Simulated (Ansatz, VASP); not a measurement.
# F in VASP and in Ansatz

The input INCAR:

```
SYSTEM = F
PREC = Accurate
ENCUT = 520
EDIFF = 1E-7
ISMEAR = 0
SIGMA = 0.05
LREAL = .False.
LASPH = .True.
NELM = 80
ALGO = Normal
ISIF = 2
LWAVE = .False.
LCHARG = .False.
GGA = PS
NBANDS = 22
```

File KPOINTS:

```
Automatic mesh
0
Gamma
  4 4 2
  0 0 0
```

Contents of POSCAR:

```
F
1.0
    3.1849756493     -1.8305146634     -0.2456527984
    3.1849756493      1.8305146634     -0.2456527984
   -2.3948583866      0.0000000000      7.3307098205
F
4
Direct
    0.0848459664      0.0848459664      0.0900077731
    0.9151540336      0.9151540336      0.9099922269
    0.5015719855      0.5015719855      0.5937195244
    0.4984280145      0.4984280145      0.4062804756
```

Input for Ansatz:

```yaml
crystal:
  lattice:
    - [3.1849756493, -1.8305146634, -0.2456527984]
    - [3.1849756493, 1.8305146634, -0.2456527984]
    - [-2.3948583866, 0.0, 7.3307098205]
  atoms:
    - { symbol: F, position: [0.0848459664, 0.0848459664, 0.0900077731] }
    - { symbol: F, position: [0.9151540336, 0.9151540336, 0.9099922269] }
    - { symbol: F, position: [0.5015719855, 0.5015719855, 0.5937195244] }
    - { symbol: F, position: [0.4984280145, 0.4984280145, 0.4062804756] }
basis:
  ecutwfc: 520.0
kpoints:
  mp_grid: { grid: [4, 4, 2] }
hamiltonian:
  xc: pbesol
scf:
  occupations: { method: gaussian, width: 0.05 }
output:
  forces: true
  stress: true
  eigenvalues: true
```

Alike in both runs: task single point; functional PBEsol; k mesh 4 × 4 × 2; occupations gaussian, width 0.05 eV; no spin polarisation.

|  | VASP | Ansatz |
| --- | --- | --- |
| version | VASP 6.6.1 | Ansatz 0.2.0 |
| potentials or method | VASP PAW PBE potentials, release 64 (F), cutoff 520 eV | scalar-relativistic, plane waves, PAW |
| valence electrons in the cell | 28 | 28 |

```csv
,VASP,Ansatz,Ansatz less VASP
gap on the k mesh at the Fermi level (eV),2.70,2.77,+0.070
least direct gap on the mesh (eV),2.75,2.82,+0.070
pressure (GPa),-0.8,-1.1,-0.28
"traceless stress, the component that is largest in VASP (GPa)",1.37,1.16,-0.205
rms of the force components (eV/Å),0.449,0.525,+0.0754
```

VASP's potentials were made for PBE, not for PBEsol. Atom by atom the forces differ by 0.232 eV/Å (rms over components).

The k mesh is coarse, so the values compare programs but aren't converged.
